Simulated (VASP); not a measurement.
# ClH in VASP: a series of runs

Runs on ClH. Level: PBE. Tasks: single point, relaxation of the atoms.

Program: VASP 6.6.1. These are calculated values, not measurements. Logs are shortened: lines on timing, memory, paths and dates and some standing lists are left out, and cuts for length are marked.

**1. The cell of the first run**

The cell holds a molecule in a box, 2 atoms: a = 15.000 Å, b = 15.500 Å, c = 16.000 Å, α = 90.00°, β = 90.00°, γ = 90.00°.

**2. Single point, PBE**

Input file INCAR:

```
SYSTEM = HCl
PREC     = Accurate       ! precision mode
ENCUT    = 520            ! plane-wave cutoff, eV
EDIFF    = 1E-6           ! SCF threshold, eV
ISMEAR   = 0              ! smearing method
SIGMA    = 0.005          ! smearing width, eV
LREAL    = .False.        ! projectors in reciprocal space
LASPH    = .True.         ! aspherical terms in the spheres
NELM     = 100            ! most SCF steps
ALGO     = Normal         ! electronic algorithm
ISIF     = 2              ! what is computed and relaxed
LWAVE    = .False.        ! write WAVECAR
LCHARG   = .False.        ! write CHGCAR
GGA      = PE             ! functional
ISYM     = 0            
NBANDS   = 11             ! bands
```

Input file KPOINTS:

```
regular mesh
0
Gamma
  1 1 1
  0 0 0
```

Input file POSCAR:

```
HCl
1.0
   15.0000000000      0.0000000000      0.0000000000
    0.0000000000     15.5000000000      0.0000000000
    0.0000000000      0.0000000000     16.0000000000
Cl H
1 1
Direct
    0.4631272920      0.4989921834      0.4793614285
    0.5368727080      0.5010078166      0.5206385715
```

Potentials or basis: VASP PAW PBE potentials, release 64 (Cl, H).

Run with:

```bash
$ cat potpaw_PBE.64/Cl/POTCAR potpaw_PBE.64/H/POTCAR > POTCAR
$ mpirun -np 1 vasp_gam > vasp.out
```

OUTCAR:

```text
SYSTEM = HCl
   PREC = Accurate
   ENCUT = 520
   EDIFF = 1E-6
   ISMEAR = 0
   LREAL = .False.
   LASPH = .True.
   NELM = 100
   ISIF = 2
   GGA = PE
   ISYM = 0

 ion  position               nearest neighbor table
   1  0.463  0.499  0.479-   2 1.29
   2  0.537  0.501  0.521-   1 1.29

IMPORTANT INFORMATION: All symmetrisations will be switched off!
NOSYMM: (Re-)initialisation of all symmetry stuff for point group C_1.

----------------------------------------------------------------------------------------

                                     Primitive cell

  volume of cell :    3720.0000

  direct lattice vectors                    reciprocal lattice vectors
    15.000000000  0.000000000  0.000000000     0.066666667  0.000000000  0.000000000
     0.000000000 15.500000000  0.000000000     0.000000000  0.064516129  0.000000000
     0.000000000  0.000000000 16.000000000     0.000000000  0.000000000  0.062500000

  length of vectors
    15.000000000 15.500000000 16.000000000     0.066666667  0.064516129  0.062500000

  position of ions in fractional coordinates (direct lattice)
     0.463127292  0.498992183  0.479361428
     0.536872708  0.501007817  0.520638572

  ion indices of the primitive-cell ions
   primitive index   ion index
                 1           1
                 2           2

----------------------------------------------------------------------------------------

 KPOINTS: regular mesh

Automatic generation of k-mesh.
 Grid dimensions read from file:
 generate k-points for:    1    1    1

 Generating k-lattice:

  Cartesian coordinates                     Fractional coordinates (reciprocal lattice)
     0.066666667  0.000000000  0.000000000     1.000000000  0.000000000  0.000000000
     0.000000000  0.064516129  0.000000000     0.000000000  1.000000000  0.000000000
     0.000000000  0.000000000  0.062500000     0.000000000  0.000000000  1.000000000

  Length of vectors
     0.066666667  0.064516129  0.062500000

  Shift w.r.t. Gamma in fractional coordinates (k-lattice)
     0.000000000  0.000000000  0.000000000

 Subroutine IBZKPT returns following result:
 ===========================================

 Found      1 irreducible k-points:

 Following reciprocal coordinates:
            Coordinates               Weight
  0.000000  0.000000  0.000000      1.000000
   k-points           NKPTS =      1   k-points in BZ     NKDIM =      1   number of bands    NBANDS=     11
   number of dos      NEDOS =    301   number of ions     NIONS =      2
   total plane-waves  NPLWV = ******
   dimension x,y,z NGX =   112 NGY =  120 NGZ =  120
   dimension x,y,z NGXF=   224 NGYF=  240 NGZF=  240
   ions per type =               1   1
   NGX,Y,Z   is equivalent  to a cutoff of  12.41, 12.87, 12.47 a.u.
   NGXF,Y,Z  is equivalent  to a cutoff of  24.83, 25.74, 24.94 a.u.
 SYSTEM =  HCl
   PREC   = accura    normal or accurate (medium, high low for compatibility)
   ISTART =      0    job   : 0-new  1-cont  2-samecut
   ICHARG =      2    charge: 1-file 2-atom 10-const
   ISPIN  =      1    spin polarized calculation?
   LNONCOLLINEAR =      F non collinear calculations
   LSORBIT =      F    spin-orbit coupling
   LASPH  =      T    aspherical Exc in radial PAW
   ENCUT  =  520.0 eV  38.22 Ry    6.18 a.u.  27.89 28.82 29.75*2*pi/ulx,y,z
   NELM   =    100;   NELMIN=  2; NELMDL= -5     # of ELM steps
   EDIFF  = 0.1E-05   stopping-criterion for ELM
   LREAL  =      F    real-space projection
   EDIFFG = 0.1E-04   stopping-criterion for IOM
   NSW    =      0    number of steps for IOM
   IBRION =     -1    ionic relax: 0-MD 1-quasi-New 2-CG
   NFREE  =      0    steps in history (QN), initial steepest desc. (CG)
   ISIF   =      2    stress and relaxation
   ISYM   =      0    0-nonsym 1-usesym 2-fastsym
   POTIM  = 0.5000    time-step for ionic-motion
   TEBEG  =    0.0;   TEEND  =   0.0 temperature during run
   PSTRESS=    0.0 pullay stress
   NELECT =       8.0000    total number of electrons
   NUPDOWN=      -1.0000    fix difference up-down
   EMIN   =  10.00;   EMAX   =-10.00  energy-range for DOS
   EFERMI =   0.00;   METHOD = LEGACY
   ISMEAR =     0;   SIGMA  =   0.01  broadening in eV -4-tet -1-fermi 0-gaus
   EFERMI_NEDOS =   21; number of points for ismear=-14 and -15
   IALGO  =     38    algorithm
   IMIX   =      4    mixing-type and parameters
     AMIX     =   0.40;   BMIX     =  1.00
     AMIX_MAG =   1.60;   BMIX_MAG =  1.00
  volume/ion in A,a.u.               =    1860.00     12551.90
  Fermi-wavevector in a.u.,A,eV,Ry     =   0.211312  0.399321  0.607537  0.044653
  Thomas-Fermi vector in A             =   0.980203
   LORBIT       =      0    0 simple, 1 ext, 2 COOP (PROOUT), +10 PAW based schemes
   GGA     = PE    functional components
   LHFCALC =     F    Hartree Fock is set to
   AEXX    =    0.0000 exact exchange contribution
   IVDW    =     0    specifies the selected vdW correction
   LEPSILON=     F    determine dielectric tensor
   LRPA    =     F    only Hartree local field effects (RPA)
 non-spin polarized calculation
 Gauss-broadening in eV      SIGMA  =   0.01
  energy-cutoff  :      520.00
  volume of cell :     3720.00
 maximum number of plane-waves:     50071
 NGX is ok and might be reduce to   112
   NGX = 55   NGY = 57   NGZ = 59

 number of electron       7.9999999 magnetization

 Free energy of the ion-electron system (eV)
  ---------------------------------------------------
  ext. energy  EPLUGINS =         0.00000000
  ---------------------------------------------------
  free energy    TOTEN  =        -6.10490096 eV

  energy without entropy =       -6.10490096  energy(sigma->0) =       -6.10490096

 E-fermi :  -7.9265     XC(G=0):  -0.2027

 val. band max:       -7.9739277497   @ k =   0.0000   0.0000   0.0000
 cond. band min:      -1.1229376024   @ k =   0.0000   0.0000   0.0000
 fundamental gap:      6.8509901473
 Fermi energy:        -7.9264531188

 k-point     1 :       0.0000    0.0000    0.0000
  band No.  band energies     occupation
      1     -21.1271      2.00000
      2     -11.6841      2.00000
      3      -7.9740      2.00000
      4      -7.9739      2.00000
      5      -1.1229      0.00000
      6       0.0274      0.00000
      7       0.4484      0.00000
      8       0.5044      0.00000
      9       0.5092      0.00000
     10       0.5504      0.00000
     11       0.6113      0.00000

------------------------ aborting loop because EDIFF is reached ----------------------------------------

  FORCE on cell =-STRESS in cart. coord.  units (eV):
  Direction    XX          YY          ZZ          XY          YZ          ZX
  --------------------------------------------------------------------------------------
  -------------------------------------------------------------------------------------
  Total       -0.1413599     -0.0259517     -0.0668744     -0.0032088     -0.0019226     -0.0681120
  in kB       -0.0608827     -0.0111772     -0.0288023     -0.0013820     -0.0008281     -0.0293354
  external PRESSURE =      -0.0336208 kB  Pullay stress =       0.0000000 kB

 VOLUME and BASIS-vectors are now :
 -----------------------------------------------------------------------------
  energy-cutoff  :      520.00
  volume of cell :     3720.00
      direct lattice vectors                 reciprocal lattice vectors
    15.000000000  0.000000000  0.000000000     0.066666667  0.000000000  0.000000000
     0.000000000 15.500000000  0.000000000     0.000000000  0.064516129  0.000000000
     0.000000000  0.000000000 16.000000000     0.000000000  0.000000000  0.062500000

 POSITION                                       TOTAL-FORCE (eV/Angst)
 -----------------------------------------------------------------------------------
      6.94691      7.73438      7.66978         0.104940      0.002967      0.062715
      8.05309      7.76562      8.33022        -0.104940     -0.002967     -0.062715
 -----------------------------------------------------------------------------------
    total drift:                                0.000105     -0.000053      0.000011

  FREE ENERGIE OF THE ION-ELECTRON SYSTEM (eV)
  ---------------------------------------------------
  free  energy   TOTEN  =        -6.1049009611 eV

  energy  without entropy=       -6.1049009611  energy(sigma->0) =       -6.10490096
```

Run time: 3.8 min. Hardware: 1 thread of Intel Xeon Platinum 8259CL at 2.50GHz (Skylake/Cascade Lake), shared host; peak memory 2.1 GiB.

Results:

| Property | Result |
| --- | --- |
| Free energy | -6.1049 eV |
| Largest force | 0.122 eV/Å |
| Gap between the frontier levels | 6.85 eV |

Forces in eV/Å, atoms in the order of the input:
```
Cl   0.105  0.003  0.063
H   -0.105 -0.003 -0.063
```

**3. Relaxation of the atoms, PBE**

Input file INCAR:

```
SYSTEM = HCl
PREC = Accurate
ENCUT = 520
EDIFF = 1E-6
ISMEAR = 0
SIGMA = 0.005
LREAL = .False.
LASPH = .True.
NELM = 60
ALGO = Normal
ISIF = 2
LWAVE = .False.
LCHARG = .False.
GGA = PE
IBRION = 2
NSW = 100
EDIFFG = -0.01
ISYM = 0
```

Input file KPOINTS:

```
Automatic mesh
0
Gamma
  1 1 1
  0 0 0
```

Input file POSCAR:

```
HCl
1.0
   15.0000000000      0.0000000000      0.0000000000
    0.0000000000     15.5000000000      0.0000000000
    0.0000000000      0.0000000000     16.0000000000
Cl H
1 1
Direct
    0.4651315427      0.4990469909      0.4804833543
    0.5348684573      0.5009530091      0.5195166457
```

Potentials or basis: VASP PAW PBE potentials, release 64 (Cl, H).

Run with:

```bash
$ cat potpaw_PBE.64/Cl/POTCAR potpaw_PBE.64/H/POTCAR > POTCAR
$ mpirun -np 1 vasp_gam > vasp.out
```

Run time: 11 min. Hardware: 1 thread of Intel Xeon Platinum 8259CL at 2.50GHz (Skylake/Cascade Lake), shared host; peak memory 2.1 GiB.

Results (log left out):

| Quantity | Value |
| --- | --- |
| Free energy | -6.1052 eV |
| Energy gained by relaxing | 36.9 meV/atom |
| Ionic steps | 4 |
| Largest force after relaxing | 0.009 eV/Å |
| Gap between the frontier levels | 6.88 eV |

Forces on the atoms (eV/Å):
```
Cl   0.007  0.000  0.004
H   -0.007  0.000 -0.004
```

Step by step:
| step | energy change (eV) | largest force (eV/Å) | pressure (GPa) |
| --- | --- | --- | --- |
| 1 | 0.0000 | 2.3772 | 0.04 |
| 2 | 0.2296 | 3.2099 | -0.07 |
| 3 | -0.0738 | 0.0508 | 0.00 |
| 4 | -0.0738 | 0.0087 | 0.00 |

Final structure:
```
Cl H
1.0
    15.00000    0.00000    0.00000
     0.00000   15.50000    0.00000
     0.00000    0.00000   16.00000
Cl H
1 1
Direct
  0.46324 0.49900 0.47942
  0.53676 0.50100 0.52058
```

Levels at points of the mesh, in eV from the valence-band top:
```csv
k point,band 1,band 2,band 3,band 4,band 5,band 6,band 7,band 8
"(0.00, 0.00, 0.00)",-13.17,-3.72,0.00,0.00,6.88,8.01,8.43,8.48
```
